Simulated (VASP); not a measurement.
# SnS (Pnma) in VASP: a series of runs

SnS is run at these levels: PBE; tasks: single point, relaxation of shape and atoms at fixed volume.

All numbers are computed with VASP 6.6.1; they aren't measurements. Logs are shortened: lines on timing, memory, paths and dates and some standing lists are left out, and cuts for length are marked.

**Measured values to compare with.**

From “Linear dichroism of the optical properties of SnS and SnSe van der Waals crystals”, 2024, arxiv:2409.17412, for a bulk crystal of SnS at 20 K: band gap 1.16 eV (indirect).

How close the calculation comes is told below.

### Step 1. The cell of the first run

It takes space group Pnma (No. 62, orthorhombic). Conventional cell: a = 10.981 Å, b = 3.976 Å, c = 4.133 Å, α = 90.00°, β = 90.00°, γ = 90.00°. Within 3.5 Å of Sn (site symmetry m) lie 6 S at 2.62 to 3.29 Å and 2 Sn at 3.35 Å. Within 3.5 Å of S (site symmetry m) lie 6 Sn at 2.62 to 3.29 Å.

### Step 2. Single point, PBE (22.56 Å³/atom)

INCAR

```
PREC = Accurate
ENCUT = 500
EDIFF = 1E-6
ISMEAR = 0
SIGMA = 0.02
LREAL = F
LASPH = T
NELM = 120
ALGO = Normal
ISIF = 2
LWAVE = F
LCHARG = F
GGA = PE
NBANDS = 50
GGA_COMPAT = F
```

KPOINTS

```
Automatic mesh
0
Gamma
  4 8 6
```

POSCAR

```
SnS
1.0
   10.9814403705      0.0000000000      0.0000000000
    0.0000000000      3.9764830859      0.0000000000
    0.0000000000      0.0000000000      4.1334224688
Sn S
4 4
Direct
    0.1174612846      0.2500000000      0.0943044453
    0.3825387154      0.7500000000      0.5943044453
    0.6174612846      0.2500000000      0.4056955547
    0.8825387154      0.7500000000      0.9056955547
    0.8547746384      0.2500000000      0.4754991908
    0.6452253616      0.7500000000      0.9754991908
    0.3547746384      0.2500000000      0.0245008092
    0.1452253616      0.7500000000      0.5245008092
```

Potentials or basis: VASP PAW PBE potentials, release 64 (Sn_d, S).

Command:

```bash
$ cat potpaw_PBE.64/Sn_d/POTCAR potpaw_PBE.64/S/POTCAR > POTCAR
$ mpirun -np 1 vasp_std > vasp.out
```

OUTCAR:

```text
PREC = Accurate
   ENCUT = 500
   EDIFF = 1E-6
   ISMEAR = 0
   LREAL = F
   LASPH = T
   NELM = 120
   ISIF = 2
   GGA = PE

 ion  position               nearest neighbor table
   1  0.117  0.250  0.094-   7 2.62   8 2.68   8 2.68   8 3.10   8 3.10   4 3.35   4 3.35
   2  0.383  0.750  0.594-   8 2.62   7 2.68   7 2.68   7 3.10   7 3.10   3 3.35   3 3.35
   3  0.617  0.250  0.406-   5 2.62   6 2.68   6 2.68   6 3.10   6 3.10   2 3.35   2 3.35
   4  0.883  0.750  0.906-   6 2.62   5 2.68   5 2.68   5 3.10   5 3.10   1 3.35   1 3.35
   5  0.855  0.250  0.475-   3 2.62   4 2.68   4 2.68   4 3.10   4 3.10
   6  0.645  0.750  0.975-   4 2.62   3 2.68   3 2.68   3 3.10   3 3.10
   7  0.355  0.250  0.025-   1 2.62   2 2.68   2 2.68   2 3.10   2 3.10
   8  0.145  0.750  0.525-   2 2.62   1 2.68   1 2.68   1 3.10   1 3.10

  LATTYP: Found a simple orthorhombic cell.
 ALAT       =     3.9764830859
 B/A-ratio  =     1.0394668805
 C/A-ratio  =     2.7615961475

  Lattice vectors:

 A1 = (   0.0000000000,   3.9764830859,   0.0000000000)
 A2 = (   0.0000000000,   0.0000000000,   4.1334224688)
 A3 = (  10.9814403705,   0.0000000000,   0.0000000000)

Analysis of symmetry for initial positions (statically):
=====================================================================
 Subroutine PRICEL returns:
 Original cell was already a primitive cell.

 Routine SETGRP: Setting up the symmetry group for a
 simple orthorhombic supercell.

 Subroutine GETGRP returns: Found  8 space group operations
 (whereof  2 operations were pure point group operations)
 out of a pool of  8 trial point group operations.

The static configuration has the point symmetry S_2 .
 The point group associated with its full space group is D_2h.

Analysis of symmetry for dynamics (positions and initial velocities):
=====================================================================
 Subroutine PRICEL returns:
 Original cell was already a primitive cell.

 Routine SETGRP: Setting up the symmetry group for a
 simple orthorhombic supercell.

 Subroutine GETGRP returns: Found  8 space group operations
 (whereof  2 operations were pure point group operations)
 out of a pool of  8 trial point group operations.

The dynamic configuration has the point symmetry S_2 .
 The point group associated with its full space group is D_2h.

 Subroutine INISYM returns: Found  8 space group operations
 (whereof  2 operations are pure point group operations),
 and found     1 'primitive' translations

----------------------------------------------------------------------------------------

                                     Primitive cell

  volume of cell :     180.4963

  direct lattice vectors                    reciprocal lattice vectors
    10.981440370  0.000000000  0.000000000     0.091062736  0.000000000  0.000000000
     0.000000000  3.976483086  0.000000000     0.000000000  0.251478500  0.000000000
     0.000000000  0.000000000  4.133422469     0.000000000  0.000000000  0.241930267

  length of vectors
    10.981440370  3.976483086  4.133422469     0.091062736  0.251478500  0.241930267

  position of ions in fractional coordinates (direct lattice)
     0.117461285  0.250000000  0.094304445
     0.382538715  0.750000000  0.594304445
     0.617461285  0.250000000  0.405695555
     0.882538715  0.750000000  0.905695555
     0.854774638  0.250000000  0.475499191
     0.645225362  0.750000000  0.975499191
     0.354774638  0.250000000  0.024500809
     0.145225362  0.750000000  0.524500809

  ion indices of the primitive-cell ions
   primitive index   ion index
                 1           1
                 2           2
                 3           3
                 4           4
                 5           5
                 6           6
                 7           7
                 8           8

----------------------------------------------------------------------------------------

 KPOINTS: Automatic mesh

Automatic generation of k-mesh.
 Grid dimensions read from file:
 generate k-points for:    4    8    6

 Generating k-lattice:

  Cartesian coordinates                     Fractional coordinates (reciprocal lattice)
     0.022765684  0.000000000  0.000000000     0.250000000  0.000000000  0.000000000
     0.000000000  0.031434812  0.000000000     0.000000000  0.125000000  0.000000000
     0.000000000  0.000000000  0.040321711     0.000000000  0.000000000  0.166666667

  Length of vectors
     0.022765684  0.031434812  0.040321711

  Shift w.r.t. Gamma in fractional coordinates (k-lattice)
     0.000000000  0.000000000  0.000000000

 Subroutine IBZKPT returns following result:
 ===========================================

 Found     60 irreducible k-points:

 Following reciprocal coordinates:
            Coordinates               Weight
  0.000000  0.000000  0.000000      1.000000
  0.250000  0.000000  0.000000      2.000000
  0.500000  0.000000  0.000000      1.000000
  0.000000  0.125000  0.000000      2.000000
  0.250000  0.125000  0.000000      4.000000
  0.500000  0.125000  0.000000      2.000000
[... 16 lines left out ...]
  0.250000  0.250000  0.166667      8.000000
  0.500000  0.250000  0.166667      4.000000
 [... further k-points ...]
   k-points           NKPTS =     60   k-points in BZ     NKDIM =     60   number of bands    NBANDS=     50
   number of dos      NEDOS =    301   number of ions     NIONS =      8
   total plane-waves  NPLWV =  72000
   dimension x,y,z NGX =    80 NGY =   30 NGZ =   30
   dimension x,y,z NGXF=   160 NGYF=   60 NGZF=   60
   ions per type =               4   4
   NGX,Y,Z   is equivalent  to a cutoff of  12.11, 12.54, 12.07 a.u.
   NGXF,Y,Z  is equivalent  to a cutoff of  24.22, 25.08, 24.13 a.u.
 SYSTEM =  unknown system
   PREC   = accura    normal or accurate (medium, high low for compatibility)
   ISTART =      0    job   : 0-new  1-cont  2-samecut
   ICHARG =      2    charge: 1-file 2-atom 10-const
   ISPIN  =      1    spin polarized calculation?
   LNONCOLLINEAR =      F non collinear calculations
   LSORBIT =      F    spin-orbit coupling
   LASPH  =      T    aspherical Exc in radial PAW
   ENCUT  =  500.0 eV  36.75 Ry    6.06 a.u.  20.02  7.25  7.54*2*pi/ulx,y,z
   NELM   =    120;   NELMIN=  2; NELMDL= -5     # of ELM steps
   EDIFF  = 0.1E-05   stopping-criterion for ELM
   LREAL  =      F    real-space projection
   EDIFFG = 0.1E-04   stopping-criterion for IOM
   NSW    =      0    number of steps for IOM
   IBRION =     -1    ionic relax: 0-MD 1-quasi-New 2-CG
   NFREE  =      0    steps in history (QN), initial steepest desc. (CG)
   ISIF   =      2    stress and relaxation
   ISYM   =      2    0-nonsym 1-usesym 2-fastsym
   POTIM  = 0.5000    time-step for ionic-motion
   TEBEG  =    0.0;   TEEND  =   0.0 temperature during run
   PSTRESS=    0.0 pullay stress
   NELECT =      80.0000    total number of electrons
   NUPDOWN=      -1.0000    fix difference up-down
   EMIN   =  10.00;   EMAX   =-10.00  energy-range for DOS
   EFERMI =   0.00;   METHOD = LEGACY
   ISMEAR =     0;   SIGMA  =   0.02  broadening in eV -4-tet -1-fermi 0-gaus
   EFERMI_NEDOS =   21; number of points for ismear=-14 and -15
   IALGO  =     38    algorithm
   IMIX   =      4    mixing-type and parameters
     AMIX     =   0.40;   BMIX     =  1.00
     AMIX_MAG =   1.60;   BMIX_MAG =  1.00
  volume/ion in A,a.u.               =      22.56       152.26
  Fermi-wavevector in a.u.,A,eV,Ry     =   1.248194  2.358745 21.197716  1.557988
  Thomas-Fermi vector in A             =   2.382292
   LORBIT       =      0    0 simple, 1 ext, 2 COOP (PROOUT), +10 PAW based schemes
   GGA     = PE    functional components
   LHFCALC =     F    Hartree Fock is set to
   AEXX    =    0.0000 exact exchange contribution
   IVDW    =     0    specifies the selected vdW correction
   LEPSILON=     F    determine dielectric tensor
   LRPA    =     F    only Hartree local field effects (RPA)
 non-spin polarized calculation
 Gauss-broadening in eV      SIGMA  =   0.02
  energy-cutoff  :      500.00
  volume of cell :      180.50
 maximum number of plane-waves:      4616
   NGX = 41   NGY = 15   NGZ = 15

 number of electron      80.0000026 magnetization

 Free energy of the ion-electron system (eV)
  ---------------------------------------------------
  ext. energy  EPLUGINS =         0.00000000
  ---------------------------------------------------
  free energy    TOTEN  =       -35.15831357 eV

  energy without entropy =      -35.15831357  energy(sigma->0) =      -35.15831357

 E-fermi :   7.3084     XC(G=0): -10.2105

 val. band max:        7.1675965264   @ k =   0.5000   0.0000   0.5000
 cond. band min:       7.7249366622   @ k =   0.0000   0.0000   0.0000
 fundamental gap:      0.5573401359
 Fermi energy:         7.3083904730

 k-point     1 :       0.0000    0.0000    0.0000
  band No.  band energies     occupation
      1     -14.3029      2.00000
      2     -14.2844      2.00000
      3     -14.2788      2.00000
      4     -14.2755      2.00000
      5     -14.2705      2.00000
      6     -14.2646      2.00000
[... 42 lines left out ...]
     49      12.0412      0.00000
     50      12.5652      0.00000

 k-point     2 :       0.2500    0.0000    0.0000
  band No.  band energies     occupation
      1     -14.3002      2.00000
      2     -14.2842      2.00000
      3     -14.2830      2.00000
      4     -14.2771      2.00000
      5     -14.2689      2.00000
      6     -14.2636      2.00000
[... 42 lines left out ...]
     49      12.2385      0.00000
     50      12.3116      0.00000

 k-point     3 :       0.5000    0.0000    0.0000
  band No.  band energies     occupation
      1     -14.2930      2.00000
      2     -14.2930      2.00000
      3     -14.2803      2.00000
      4     -14.2803      2.00000
      5     -14.2653      2.00000
      6     -14.2653      2.00000
[... 1102 lines left out ...]
     49      11.7071      0.00000
     50      12.0436      0.00000

 k-point    24 :       0.5000    0.2500    0.1667
  band No.  band energies     occupation
      1     -14.2826      2.00000
      2     -14.2826      2.00000
      3     -14.2744      2.00000
      4     -14.2744      2.00000
      5     -14.2685      2.00000
      6     -14.2685      2.00000
[... 42 lines left out ...]
     49      11.6331      0.00000
     50      11.6331      0.00000

 [... further k-points ...]

------------------------ aborting loop because EDIFF is reached ----------------------------------------

  FORCE on cell =-STRESS in cart. coord.  units (eV):
  Direction    XX          YY          ZZ          XY          YZ          ZX
  --------------------------------------------------------------------------------------
  -------------------------------------------------------------------------------------
  Total        5.3108117      5.3090038      5.3570246      0.0000000      0.0000000      0.0000000
  in kB       47.1414832     47.1254355     47.5516923      0.0000000      0.0000000      0.0000000
  external PRESSURE =      47.2728703 kB  Pullay stress =       0.0000000 kB

 VOLUME and BASIS-vectors are now :
 -----------------------------------------------------------------------------
  energy-cutoff  :      500.00
  volume of cell :      180.50
      direct lattice vectors                 reciprocal lattice vectors
    10.981440370  0.000000000  0.000000000     0.091062736  0.000000000  0.000000000
     0.000000000  3.976483086  0.000000000     0.000000000  0.251478500  0.000000000
     0.000000000  0.000000000  4.133422469     0.000000000  0.000000000  0.241930267

 POSITION                                       TOTAL-FORCE (eV/Angst)
 -----------------------------------------------------------------------------------
      1.28989      0.99412      0.38980        -0.001617      0.000000     -0.006558
      4.20083      2.98236      2.45651         0.001617      0.000000     -0.006558
      6.78061      0.99412      1.67691        -0.001617     -0.000000      0.006558
      9.69155      2.98236      3.74362         0.001617     -0.000000      0.006558
      9.38666      0.99412      1.96544         0.001718     -0.000000     -0.005005
      7.08550      2.98236      4.03215        -0.001718      0.000000     -0.005005
      3.89594      0.99412      0.10127         0.001718     -0.000000      0.005005
      1.59478      2.98236      2.16798        -0.001718     -0.000000      0.005005
 -----------------------------------------------------------------------------------
    total drift:                                0.000000      0.000000     -0.000000

  FREE ENERGIE OF THE ION-ELECTRON SYSTEM (eV)
  ---------------------------------------------------
  free  energy   TOTEN  =       -35.1583135733 eV

  energy  without entropy=      -35.1583135733  energy(sigma->0) =      -35.15831357
```

Wall time 7.3 min (1 thread of Intel Xeon Platinum 8259CL at 2.50GHz (Skylake/Cascade Lake), shared host); peak memory 0.49 GiB.

Results:

| Property | Result |
| --- | --- |
| Free energy | -35.1583 eV |
| Pressure | 4.7 GPa |
| Largest force | 0.007 eV/Å |
| Band gap on the k mesh | 0.56 eV (least direct gap 1.03 eV) |

Forces on the atoms (eV/Å):
```
Sn  -0.002  0.000 -0.007
Sn   0.002  0.000 -0.007
Sn  -0.002  0.000  0.007
Sn   0.002  0.000  0.007
S    0.002  0.000 -0.005
S   -0.002  0.000 -0.005
S    0.002  0.000  0.005
S   -0.002  0.000  0.005
```

Caveat: the cell stands under pressure; spin-orbit coupling is left out, which moves the levels of the heavy elements.

### Step 3. Single point, PBE

This run uses another cell than the first one: it holds 32 atoms, not 8.

INCAR

```
  PREC = Accurate
  ENCUT = 500
  EDIFF = 1E-6
  ISMEAR = 0
  SIGMA = 0.01
  LREAL = Auto
  LASPH = True
  NELM = 120
  ALGO = Normal
  ISIF = 2
  LWAVE = False
  LCHARG = False
  GGA = PE
  NBANDS = 182
  GGA_COMPAT = False
  KPAR = 2
  NCORE = 2
```

KPOINTS

```
Automatic mesh
0
Gamma
  2 2 2
```

POSCAR

```
SnS
1.0
    0.0000000000      0.0000000000      8.9084050417
    0.0000000000      8.0465689176     -4.4542025209
  -11.4455027586      0.0000000000      0.0000000000
Sn S
16 16
Direct
    0.1275029657      0.1250000000      0.8784577503
    0.6275029657      0.1250000000      0.8784577503
    0.3775029657      0.6250000000      0.8784577503
    0.8775029657      0.6250000000      0.8784577503
    0.5025029657      0.3750000000      0.6215422497
    0.0025029657      0.3750000000      0.6215422497
    0.7525029657      0.8750000000      0.6215422497
    0.2525029657      0.8750000000      0.6215422497
    0.2474970343      0.1250000000      0.3784577503
    0.7474970343      0.1250000000      0.3784577503
    0.4974970343      0.6250000000      0.3784577503
    0.9974970343      0.6250000000      0.3784577503
    0.6224970343      0.3750000000      0.1215422497
    0.1224970343      0.3750000000      0.1215422497
    0.8724970343      0.8750000000      0.1215422497
    0.3724970343      0.8750000000      0.1215422497
    0.3012216690      0.1250000000      0.1501041304
    0.8012216690      0.1250000000      0.1501041304
    0.5512216690      0.6250000000      0.1501041304
    0.0512216690      0.6250000000      0.1501041304
    0.6762216690      0.3750000000      0.3498958696
    0.1762216690      0.3750000000      0.3498958696
    0.9262216690      0.8750000000      0.3498958696
    0.4262216690      0.8750000000      0.3498958696
    0.0737783310      0.1250000000      0.6501041304
    0.5737783310      0.1250000000      0.6501041304
    0.3237783310      0.6250000000      0.6501041304
    0.8237783310      0.6250000000      0.6501041304
    0.4487783310      0.3750000000      0.8498958696
    0.9487783310      0.3750000000      0.8498958696
    0.6987783310      0.8750000000      0.8498958696
    0.1987783310      0.8750000000      0.8498958696
```

Potentials or basis: VASP PAW PBE potentials, release 64 (Sn_d, S).

Command:

```bash
$ cat potpaw_PBE.64/Sn_d/POTCAR potpaw_PBE.64/S/POTCAR > POTCAR
$ mpirun -np 4 vasp_std > vasp.out
```

It took 8.2 min on 4 MPI ranks of AMD EPYC 7R13 (Zen 3), shared host; peak memory 0.63 GiB.

Results (log left out):

```
Free energy            : -141.8134 eV
Pressure               : 0.0 GPa
Largest force          : 0.046 eV/Å
Band gap on the k mesh : 1.21 eV
```

Forces in eV/Å, atoms in the order of the input:
```
Sn   0.046  0.000  0.006
Sn   0.046  0.000  0.006
Sn   0.046  0.000  0.006
Sn   0.046  0.000  0.006
Sn  -0.046  0.000  0.006
Sn  -0.046  0.000  0.006
Sn  -0.046  0.000  0.006
Sn  -0.046  0.000  0.006
Sn   0.046  0.000 -0.006
Sn   0.046  0.000 -0.006
Sn   0.046  0.000 -0.006
Sn   0.046  0.000 -0.006
Sn  -0.046  0.000 -0.006
Sn  -0.046  0.000 -0.006
Sn  -0.046  0.000 -0.006
Sn  -0.046  0.000 -0.006
S   -0.017  0.000  0.001
S   -0.017  0.000  0.001
S   -0.017  0.000  0.001
S   -0.017  0.000  0.001
S    0.017  0.000  0.001
S    0.017  0.000  0.001
S    0.017  0.000  0.001
S    0.017  0.000  0.001
S   -0.017  0.000 -0.001
S   -0.017  0.000 -0.001
S   -0.017  0.000 -0.001
S   -0.017  0.000 -0.001
S    0.017  0.000 -0.001
S    0.017  0.000 -0.001
S    0.017  0.000 -0.001
S    0.017  0.000 -0.001
```

Stress tensor (GPa, compression positive):
```
 0.10  0.00  0.00
 0.00  0.04  0.00
 0.00  0.00 -0.08
```

Levels at points of the mesh, in eV from the valence-band top:
| k point | band 156 | band 157 | band 158 | band 159 | band 160 | band 161 | band 162 | band 163 | band 164 | band 165 |
| --- | --- | --- | --- | --- | --- | --- | --- | --- | --- | --- |
| (0.00, 0.00, 0.00) | -0.69 | -0.69 | -0.69 | -0.60 | -0.34 | 1.21 | 1.50 | 1.50 | 1.64 | 1.64 |
| (0.50, 0.00, 0.00) | -0.59 | -0.29 | -0.29 | -0.23 | -0.23 | 1.24 | 1.24 | 1.69 | 1.69 | 2.12 |
| (0.00, 0.50, 0.00) | -0.60 | -0.21 | -0.21 | -0.01 | -0.01 | 1.43 | 1.43 | 1.64 | 1.64 | 1.66 |
| (0.00, 0.00, 0.50) | -0.92 | -0.92 | -0.92 | -0.43 | -0.43 | 1.75 | 1.75 | 1.75 | 1.75 | 2.64 |
| (0.50, 0.00, 0.50) | -0.81 | -0.46 | -0.46 | -0.46 | -0.46 | 2.18 | 2.18 | 2.18 | 2.18 | 2.24 |
| (0.00, 0.50, 0.50) | -0.39 | -0.39 | -0.39 | 0.00 | 0.00 | 1.65 | 1.65 | 2.00 | 2.00 | 2.00 |

Caveat: spin-orbit coupling is left out, which moves the levels of the heavy elements.

(Part 1 of 2 ends here.)
